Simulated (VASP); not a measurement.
# C (P2_1/m) in VASP: single point with PBE+D3(BJ)

Aim: the single point of C with PBE+D3(BJ).

Program: VASP 6.6.1. These are calculated values, not measurements. Logs are shortened: lines on timing, memory, paths and dates and some standing lists are left out, and cuts for length are marked.

## Step 1: The cell of the first run

The structure is monoclinic, space group P2_1/m (No. 11). The conventional cell has a = 2.255 Å, b = 6.269 Å, c = 2.477 Å, α = 90.00°, β = 111.16°, γ = 90.00°. Within 1.7 Å of C (site symmetry m) lie 3 C at 1.30 to 1.55 Å. C (site symmetry m) has 3 C at 1.30 to 1.55 Å within 1.7 Å.

## Step 2: Single point, PBE+D3(BJ) (engineering shear strain xy -0.2000, normal strain along z -0.0700)

The input, INCAR:

```
SYSTEM = C
  PREC = Accurate
  ENCUT = 520
  EDIFF = 1E-6
  ISMEAR = 0
  SIGMA = 0.15
  LREAL = .False.
  LASPH = .True.
  NELM = 100
  ALGO = Normal
  ISIF = 2
  LWAVE = .False.
  LCHARG = .False.
  GGA = PE
  IVDW = 12
  NBANDS = 16
```

The input, KPOINTS:

```
regular mesh
0
Gamma
  18 18 6
  0 0 0
```

The input, POSCAR:

```
C
1.0
    2.4649495834     -0.2464949583      0.0000000000
   -1.4459456875      2.2579564375      0.0000000000
    0.0000000000      0.0000000000      6.2691553491
C
4
Direct
    0.0000000000      0.0000000000      0.0025000000
    0.0000000000      0.0000000000      0.5025000000
    0.3333333333      0.6666666667      0.0025000000
    0.6666666667      0.3333333333      0.5025000000
```

Potentials or basis: VASP PAW PBE potentials, release 64 (C).

Command:

```
$ cat potpaw_PBE.64/C/POTCAR > POTCAR
$ mpirun -np 1 vasp_std > vasp.out
```

OUTCAR:

```text
SYSTEM = C
   PREC = Accurate
   ENCUT = 520
   EDIFF = 1E-6
   ISMEAR = 0
   LREAL = .False.
   LASPH = .True.
   NELM = 100
   ISIF = 2
   GGA = PE
   IVDW = 12
 IVDW          = 12

 ion  position               nearest neighbor table
   1  0.000  0.000  0.002-   3 1.30   3 1.43   3 1.55
   2  0.000  0.000  0.502-   4 1.30   4 1.43   4 1.55
   3  0.333  0.667  0.002-   1 1.30   1 1.43   1 1.55
   4  0.667  0.333  0.502-   2 1.30   2 1.43   2 1.55

  LATTYP: Found a simple monoclinic cell.
 ALAT       =     2.2548494899
 B/A-ratio  =     2.7802988080
 C/A-ratio  =     1.0986292804
 COS(beta)  =    -0.3609105083

  Lattice vectors:

 A1 = (   1.0190038959,   2.0114614792,   0.0000000000)
 A2 = (   0.0000000000,   0.0000000000,  -6.2691553491)
 A3 = (  -2.4649495834,   0.2464949583,   0.0000000000)

Analysis of symmetry for initial positions (statically):
=====================================================================
 Subroutine PRICEL returns:
 Original cell was already a primitive cell.

 Routine SETGRP: Setting up the symmetry group for a
 simple monoclinic supercell.

 Subroutine GETGRP returns: Found  4 space group operations
 (whereof  1 operations were pure point group operations)
 out of a pool of  4 trial point group operations.

The static configuration has the point symmetry C_1 .
 The point group associated with its full space group is C_2h.

Analysis of symmetry for dynamics (positions and initial velocities):
=====================================================================
 Subroutine PRICEL returns:
 Original cell was already a primitive cell.

 Routine SETGRP: Setting up the symmetry group for a
 simple monoclinic supercell.

 Subroutine GETGRP returns: Found  4 space group operations
 (whereof  1 operations were pure point group operations)
 out of a pool of  4 trial point group operations.

The dynamic configuration has the point symmetry C_1 .
 The point group associated with its full space group is C_2h.

 Subroutine INISYM returns: Found  4 space group operations
 (whereof  1 operations are pure point group operations),
 and found     1 'primitive' translations

----------------------------------------------------------------------------------------

                                     Primitive cell

  volume of cell :      32.6581

  direct lattice vectors                    reciprocal lattice vectors
     2.464949583 -0.246494958  0.000000000     0.433444654  0.277568432  0.000000000
    -1.445945688  2.257956437  0.000000000     0.047317973  0.473179731  0.000000000
     0.000000000  0.000000000  6.269155349     0.000000000  0.000000000  0.159511121

  length of vectors
     2.477243673  2.681254595  6.269155349     0.514702344  0.475539744  0.159511121

  position of ions in fractional coordinates (direct lattice)
     0.000000000  0.000000000  0.002500000
     0.000000000  0.000000000  0.502500000
     0.333333333  0.666666667  0.002500000
     0.666666667  0.333333333  0.502500000

  ion indices of the primitive-cell ions
   primitive index   ion index
                 1           1
                 2           2
                 3           3
                 4           4

----------------------------------------------------------------------------------------

 KPOINTS: regular mesh

Automatic generation of k-mesh.
 Grid dimensions read from file:
 generate k-points for:   18   18    6

 Generating k-lattice:

  Cartesian coordinates                     Fractional coordinates (reciprocal lattice)
     0.024080259  0.015420468  0.000000000     0.055555556  0.000000000  0.000000000
     0.002628776  0.026287763  0.000000000     0.000000000  0.055555556  0.000000000
     0.000000000  0.000000000  0.026585187     0.000000000  0.000000000  0.166666667

  Length of vectors
     0.028594575  0.026418875  0.026585187

  Shift w.r.t. Gamma in fractional coordinates (k-lattice)
     0.000000000  0.000000000  0.000000000

 Subroutine IBZKPT returns following result:
 ===========================================

 Found    656 irreducible k-points:

 Following reciprocal coordinates:
            Coordinates               Weight
  0.000000  0.000000  0.000000      1.000000
  0.055556  0.000000  0.000000      2.000000
  0.111111  0.000000  0.000000      2.000000
  0.166667  0.000000  0.000000      2.000000
  0.222222  0.000000  0.000000      2.000000
  0.277778  0.000000  0.000000      2.000000
[... 16 lines left out ...]
 -0.333333  0.055556  0.000000      2.000000
 -0.277778  0.055556  0.000000      2.000000
 [... further k-points ...]
   k-points           NKPTS =    656   k-points in BZ     NKDIM =    656   number of bands    NBANDS=     16
   number of dos      NEDOS =    301   number of ions     NIONS =      4
   total plane-waves  NPLWV =  17280
   dimension x,y,z NGX =    18 NGY =   20 NGZ =   48
   dimension x,y,z NGXF=    36 NGYF=   40 NGZF=   96
   ions per type =               4
   NGX,Y,Z   is equivalent  to a cutoff of  12.08, 12.40, 12.73 a.u.
   NGXF,Y,Z  is equivalent  to a cutoff of  24.16, 24.80, 25.46 a.u.
 SYSTEM =  C
   PREC   = accura    normal or accurate (medium, high low for compatibility)
   ISTART =      0    job   : 0-new  1-cont  2-samecut
   ICHARG =      2    charge: 1-file 2-atom 10-const
   ISPIN  =      1    spin polarized calculation?
   LNONCOLLINEAR =      F non collinear calculations
   LSORBIT =      F    spin-orbit coupling
   LASPH  =      T    aspherical Exc in radial PAW
   ENCUT  =  520.0 eV  38.22 Ry    6.18 a.u.   4.61  4.99 11.66*2*pi/ulx,y,z
   NELM   =    100;   NELMIN=  2; NELMDL= -5     # of ELM steps
   EDIFF  = 0.1E-05   stopping-criterion for ELM
   LREAL  =      F    real-space projection
   EDIFFG = 0.1E-04   stopping-criterion for IOM
   NSW    =      0    number of steps for IOM
   IBRION =     -1    ionic relax: 0-MD 1-quasi-New 2-CG
   NFREE  =      0    steps in history (QN), initial steepest desc. (CG)
   ISIF   =      2    stress and relaxation
   ISYM   =      2    0-nonsym 1-usesym 2-fastsym
   POTIM  = 0.5000    time-step for ionic-motion
   TEBEG  =    0.0;   TEEND  =   0.0 temperature during run
   PSTRESS=    0.0 pullay stress
   NELECT =      16.0000    total number of electrons
   NUPDOWN=      -1.0000    fix difference up-down
   EMIN   =  10.00;   EMAX   =-10.00  energy-range for DOS
   EFERMI =   0.00;   METHOD = LEGACY
   ISMEAR =     0;   SIGMA  =   0.15  broadening in eV -4-tet -1-fermi 0-gaus
   EFERMI_NEDOS =   21; number of points for ismear=-14 and -15
   IALGO  =     38    algorithm
   IMIX   =      4    mixing-type and parameters
     AMIX     =   0.40;   BMIX     =  1.00
     AMIX_MAG =   1.60;   BMIX_MAG =  1.00
  volume/ion in A,a.u.               =       8.16        55.10
  Fermi-wavevector in a.u.,A,eV,Ry     =   1.290579  2.438840 22.661776  1.665594
  Thomas-Fermi vector in A             =   2.422402
   LORBIT       =      0    0 simple, 1 ext, 2 COOP (PROOUT), +10 PAW based schemes
   GGA     = PE    functional components
   LHFCALC =     F    Hartree Fock is set to
   AEXX    =    0.0000 exact exchange contribution
   IVDW    =    12    specifies the selected vdW correction
   LEPSILON=     F    determine dielectric tensor
   LRPA    =     F    only Hartree local field effects (RPA)
 non-spin polarized calculation
 Gauss-broadening in eV      SIGMA  =   0.15
  energy-cutoff  :      520.00
  volume of cell :       32.66
 maximum number of plane-waves:       900
   NGX =  9   NGY =  9   NGZ = 23

 number of electron      16.0000000 magnetization

 Free energy of the ion-electron system (eV)
  ---------------------------------------------------
  ext. energy  EPLUGINS =         0.00000000
  ---------------------------------------------------
  free energy    TOTEN  =       -34.72320208 eV

  energy without entropy =      -34.72250326  energy(sigma->0) =      -34.72285267

 E-fermi :   5.6662     XC(G=0): -10.8235

 val. band max:        5.6230775065   @ k =   0.3889   0.2222   0.0000
 cond. band min:       5.7089213565   @ k =   0.3889   0.2222   0.0000
 fundamental gap:      0.0858438500
 Fermi energy:         5.6662120133

 k-point     1 :       0.0000    0.0000    0.0000
  band No.  band energies     occupation
      1     -14.5399      2.00000
      2     -14.0542      2.00000
      3      -3.5659      2.00000
      4      -0.8592      2.00000
      5       1.7549      2.00000
      6       1.7592      2.00000
[... 8 lines left out ...]
     15      16.8849      0.00000
     16      17.5764      0.00000

 k-point     2 :       0.0556    0.0000    0.0000
  band No.  band energies     occupation
      1     -14.4519      2.00000
      2     -13.9689      2.00000
      3      -3.4564      2.00000
      4      -0.7584      2.00000
      5       1.5639      2.00000
      6       1.5933      2.00000
[... 8 lines left out ...]
     15      16.5940      0.00000
     16      17.7773      0.00000

 k-point     3 :       0.1111    0.0000    0.0000
  band No.  band energies     occupation
      1     -14.1888      2.00000
      2     -13.7135      2.00000
      3      -3.1287      2.00000
      4      -0.4571      2.00000
      5       1.0563      2.00000
      6       1.1141      2.00000
[... 8 lines left out ...]
     15      15.9281      0.00000
     16      18.1177      0.00000

 k-point     4 :       0.1667    0.0000    0.0000
  band No.  band energies     occupation
      1     -13.7524      2.00000
      2     -13.2902      2.00000
      3      -2.5854      2.00000
      4       0.0406      2.00000
      5       0.3496      2.00000
      6       0.4315      2.00000
[... 8 lines left out ...]
     15      15.6443      0.00000
     16      18.4873      0.00000

 k-point     5 :       0.2222    0.0000    0.0000
  band No.  band energies     occupation
      1     -13.1461      2.00000
      2     -12.7021      2.00000
      3      -1.8311      2.00000
      4      -0.4198      2.00000
      5      -0.3210      2.00000
      6      -0.2605      2.00000
[... 8 lines left out ...]
     15      17.1126      0.00000
     16      18.8570      0.00000

 k-point     6 :       0.2778    0.0000    0.0000
  band No.  band energies     occupation
      1     -12.3756      2.00000
      2     -11.9550      2.00000
      3      -1.6939      2.00000
      4      -1.5840      2.00000
      5      -1.1276      2.00000
      6      -1.0234      2.00000
[... 8 lines left out ...]
     15      18.9141      0.00000
     16      19.1693      0.00000
[... 267 lines left out ...]
 k-point    21 :      -0.4444    0.0556    0.0000
  band No.  band energies     occupation
      1      -9.8815      2.00000
      2      -9.5497      2.00000
      3      -5.2332      2.00000
      4      -5.0025      2.00000
      5      -2.6682      2.00000
      6      -2.5320      2.00000
[... 8 lines left out ...]
     15      20.0006      0.00000
     16      20.9265      0.00000

 k-point    22 :      -0.3889    0.0556    0.0000
  band No.  band energies     occupation
      1     -10.9889      2.00000
      2     -10.6156      2.00000
      3      -3.7116      2.00000
      4      -3.5236      2.00000
      5      -2.3796      2.00000
      6      -2.2397      2.00000
[... 8 lines left out ...]
     15      20.7481      0.00000
     16      21.4389      0.00000

 k-point    23 :      -0.3333    0.0556    0.0000
  band No.  band energies     occupation
      1     -11.9694      2.00000
      2     -11.5637      2.00000
      3      -2.2477      2.00000
      4      -2.1582      2.00000
      5      -1.7883      2.00000
      6      -1.6950      2.00000
[... 8 lines left out ...]
     15      20.3461      0.00000
     16      20.6934      0.00000

 k-point    24 :      -0.2778    0.0556    0.0000
  band No.  band energies     occupation
      1     -12.8019      2.00000
      2     -12.3699      2.00000
      3      -1.4342      2.00000
      4      -1.4027      2.00000
      5      -1.3260      2.00000
      6      -0.5218      2.00000
[... 8 lines left out ...]
     15      18.7002      0.00000
     16      18.9996      0.00000

 [... further k-points ...]

------------------------ aborting loop because EDIFF is reached ----------------------------------------

 Edisp (eV)   -0.63533

 E8    (eV) :    -0.1818

  FORCE on cell =-STRESS in cart. coord.  units (eV):
  Direction    XX          YY          ZZ          XY          YZ          ZX
  --------------------------------------------------------------------------------------
  -------------------------------------------------------------------------------------
  Total       5.48802     5.49786     0.76988    20.59926     0.00000     0.00000
  in kB     269.23720   269.71995    37.76952  1010.58146     0.00000     0.00000
  external pressure =      192.24 kB  Pullay stress =        0.00 kB

 VOLUME and BASIS-vectors are now :
 -----------------------------------------------------------------------------
  energy-cutoff  :      520.00
  volume of cell :       32.66
      direct lattice vectors                 reciprocal lattice vectors
     2.464949583 -0.246494958  0.000000000     0.433444654  0.277568432  0.000000000
    -1.445945688  2.257956437  0.000000000     0.047317973  0.473179731  0.000000000
     0.000000000  0.000000000  6.269155349     0.000000000  0.000000000  0.159511121

 POSITION                                       TOTAL-FORCE (eV/Angst)
 -----------------------------------------------------------------------------------
      0.00000      0.00000      0.01567         2.595313      1.170758      0.000000
      0.00000      0.00000      3.15025        -2.595313     -1.170758      0.000000
     -0.14231      1.42314      0.01567        -2.638307     -1.181635      0.000000
      1.16132      0.58832      3.15025         2.638307      1.181635      0.000000
 -----------------------------------------------------------------------------------
    total drift:                               -0.000000     -0.000000     -0.000007

  FREE ENERGIE OF THE ION-ELECTRON SYSTEM (eV)
  ---------------------------------------------------
  free  energy   TOTEN  =       -35.3585340952 eV

  energy  without entropy=      -35.3578352662  energy(sigma->0) =      -35.35818468
```

It took 1.7 min on 1 thread of AMD EPYC 9R45 (Zen 5), shared host; peak memory 0.31 GiB.

What came out:

- Free energy: -35.3585 eV
- Pressure: 19.2 GPa
- Largest force: 2.891 eV/Å
- Dispersion energy per atom: -0.159 eV

Forces in eV/Å, atoms in the order of the input:
```
C    2.595  1.171  0.000
C   -2.595 -1.171  0.000
C   -2.638 -1.182  0.000
C    2.638  1.182  0.000
```

Caveat: the cell differs from its parent crystal (engineering shear strain xy -0.2000, normal strain along z -0.0700); the stress differs along the axes, from 4 to 27 GPa; forces of over 1 eV/Å act on the atoms, so gaps and moduli don't describe the material at rest.
